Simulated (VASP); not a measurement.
# TaN (I4/mmm) in VASP: a series of runs, part 2 of 2

VASP 6.6.1.

## (4) Single point, PBEsol (strain +0.0100 x Voigt [1, 1, 0, 0, 0, 0])

INCAR

```
  ALGO = Normal
  EDIFF = 1E-6
  ENCUT = 520
  GGA = PS
  ISIF = 2
  ISMEAR = 0
  LASPH = T
  LCHARG = F
  LREAL = F
  LWAVE = F
  NBANDS = 15
  NELM = 60
  PREC = Accurate
  SIGMA = 0.15
```

KPOINTS

```
k-points
0
Gamma
  18 18 18
```

POSCAR

```
TaN
1.0
    0.0000000000      2.2007900000      2.1790000000
    2.2007900000      0.0000000000      2.1790000000
    2.2007900000      2.2007900000      0.0000000000
Ta N
1 1
Direct
    0.5000000000      0.5000000000      0.5000000000
    0.0000000000      0.0000000000      0.0000000000
```

Potentials or basis: VASP PAW PBE potentials, release 64 (Ta_pv, N).

The run is started by

```bash
$ cat potpaw_PBE.64/Ta_pv/POTCAR potpaw_PBE.64/N/POTCAR > POTCAR
$ mpirun -np 1 vasp_std > vasp.out
```

OUTCAR:

```text
EDIFF = 1E-6
   ENCUT = 520
   GGA = PS
   ISIF = 2
   ISMEAR = 0
   LASPH = T
   LREAL = F
   NELM = 60
   PREC = Accurate

 ion  position               nearest neighbor table
   1  0.500  0.500  0.500-   2 2.18   2 2.18   2 2.20   2 2.20   2 2.20   2 2.20
   2  0.000  0.000  0.000-   1 2.18   1 2.18   1 2.20   1 2.20   1 2.20   1 2.20

  LATTYP: Found a body centered tetragonal cell.
 ALAT       =     3.1123870659
 C/A-ratio  =     1.4002114479

  Lattice vectors:

 A1 = (   0.0000000000,  -2.2007900000,  -2.1790000000)
 A2 = (   0.0000000000,   2.2007900000,  -2.1790000000)
 A3 = (   2.2007900000,   0.0000000000,   2.1790000000)

Analysis of symmetry for initial positions (statically):
=====================================================================
 Subroutine PRICEL returns:
 Original cell was already a primitive cell.

 Routine SETGRP: Setting up the symmetry group for a
 body centered tetragonal supercell.

 Subroutine GETGRP returns: Found 16 space group operations
 (whereof 16 operations were pure point group operations)
 out of a pool of 16 trial point group operations.

The static configuration has the point symmetry D_4h.

Analysis of symmetry for dynamics (positions and initial velocities):
[... 175 lines left out ...]
      8       7.2709      2.00000
      9       7.2709      2.00000
     10       7.3917      2.00000
     11       9.4165      1.36869
     12       9.5340      0.52995
     13      11.0928      0.00000
     14      18.8398      0.00000
[... 401 lines left out ...]
      2     -26.2979      2.00000
      3     -26.2658      2.00000
      4      -8.1081      2.00000
      5       1.8229      2.00000
      6       3.0233      2.00000
      7       3.4687      2.00000
      8       8.4781      2.00000
      9       8.6244      2.00000
     10       9.6039      0.19809
     11      12.5120      0.00000
     12      13.7613      0.00000
     13      14.0268      0.00000
     14      21.8046      0.00000
     15      21.9925      0.00000

 [... further k-points ...]

------------------------ aborting loop because EDIFF is reached ----------------------------------------

  FORCE on cell =-STRESS in cart. coord.  units (eV):
  Direction    XX          YY          ZZ          XY          YZ          ZX
  --------------------------------------------------------------------------------------
  -------------------------------------------------------------------------------------
  Total       -0.4942568     -0.4942568      0.3199632      0.0000000      0.0000000      0.0000000
  in kB      -37.5161982    -37.5161982     24.2865682      0.0000000      0.0000000      0.0000000
  external PRESSURE =     -16.9152761 kB  Pullay stress =       0.0000000 kB

 VOLUME and BASIS-vectors are now :
 -----------------------------------------------------------------------------
  energy-cutoff  :      520.00
  volume of cell :       21.11
      direct lattice vectors                 reciprocal lattice vectors
     0.000000000  2.200790000  2.179000000    -0.227191145  0.227191145  0.229463056
     2.200790000  0.000000000  2.179000000     0.227191145 -0.227191145  0.229463056
     2.200790000  2.200790000  0.000000000     0.227191145  0.227191145 -0.229463056

 POSITION                                       TOTAL-FORCE (eV/Angst)
 -----------------------------------------------------------------------------------
      2.20079      2.20079      2.17900         0.000000     -0.000000      0.000000
      0.00000      0.00000      0.00000        -0.000000      0.000000      0.000000
 -----------------------------------------------------------------------------------
    total drift:                                0.000000     -0.000000     -0.000000

  FREE ENERGIE OF THE ION-ELECTRON SYSTEM (eV)
  ---------------------------------------------------
  free  energy   TOTEN  =       -23.2143101726 eV

  energy  without entropy=      -23.2047231448  energy(sigma->0) =      -23.20951666
```

OSZICAR:

```text
N       E                     dE             d eps       ncg     rms          rms(c)
DAV:   1     0.881813325066E+02    0.88181E+02   -0.87811E+03 14447   0.113E+03
DAV:   2    -0.232572607468E+02   -0.11144E+03   -0.10499E+03 17991   0.302E+02
DAV:   3    -0.259919036705E+02   -0.27346E+01   -0.27196E+01 15835   0.443E+01
DAV:   4    -0.260023233994E+02   -0.10420E-01   -0.10416E-01 19198   0.294E+00
DAV:   5    -0.260023902139E+02   -0.66814E-04   -0.66815E-04 15919   0.208E-01    0.247E+01
DAV:   6    -0.233220983098E+02    0.26803E+01   -0.48527E+00 18042   0.251E+01    0.105E+01
DAV:   7    -0.232529807912E+02    0.69118E-01   -0.50090E-01 17200   0.570E+00    0.707E+00
DAV:   8    -0.232204743365E+02    0.32506E-01   -0.15162E-01 16892   0.319E+00    0.150E+00
DAV:   9    -0.232145116812E+02    0.59627E-02   -0.18132E-02 16003   0.107E+00    0.338E-01
DAV:  10    -0.232143597846E+02    0.15190E-03   -0.12252E-03 17214   0.387E-01    0.649E-02
DAV:  11    -0.232143116721E+02    0.48113E-04   -0.10558E-04 16255   0.118E-01    0.210E-02
DAV:  12    -0.232143103764E+02    0.12957E-05   -0.76075E-06 17179   0.258E-02    0.366E-03
DAV:  13    -0.232143101726E+02    0.20378E-06   -0.37744E-07  9567   0.551E-03
   1 F= -.23214310E+02 E0= -.23209517E+02  d E =-.958703E-02
```

It took 40 s on 1 thread of Intel Xeon 6975P-C (Granite Rapids), shared host; peak memory 0.26 GiB.

What came out:

```
Free energy            : -23.2143 eV
Pressure               : -1.7 GPa
Band gap on the k mesh : zero (band 8 reaches 11.35 eV, above the bottom of band 9 at 7.27 eV)
```

Caveat: the cell differs from its parent crystal (strain +0.0100 x Voigt [1, 1, 0, 0, 0, 0]); the PAW data sets were made with another functional, which shifts forces and pressure a little; spin-orbit coupling is left out, which moves the levels of the heavy elements.

## (5) The runs side by side

```csv
cell,gap on the mesh (eV),pressure (GPa)
"a = 3.051, b = 3.051, c = 3.020 Å, angles 60.3, 60.3, 59.3°, 2 atoms",none,22.8
"a = 3.066, b = 3.066, c = 3.051 Å, angles 60.2, 60.2, 59.7°, 2 atoms",none,13.6
"a = 3.097, b = 3.097, c = 3.112 Å, angles 59.8, 59.8, 60.3°, 2 atoms",none,-1.7
```

Alike in all rows: task single point; level PBEsol; potentials or basis VASP PAW PBE potentials, release 64 (Ta_pv, N); no spin polarisation; k mesh 18 × 18 × 18; cutoff (eV) 520; smearing gaussian 0.15 eV.

Caveats: the PAW data sets were made with another functional, which shifts forces and pressure a little; spin-orbit coupling is left out, which moves the levels of the heavy elements.

Absolute energies hang on the potentials; compare differences alone.
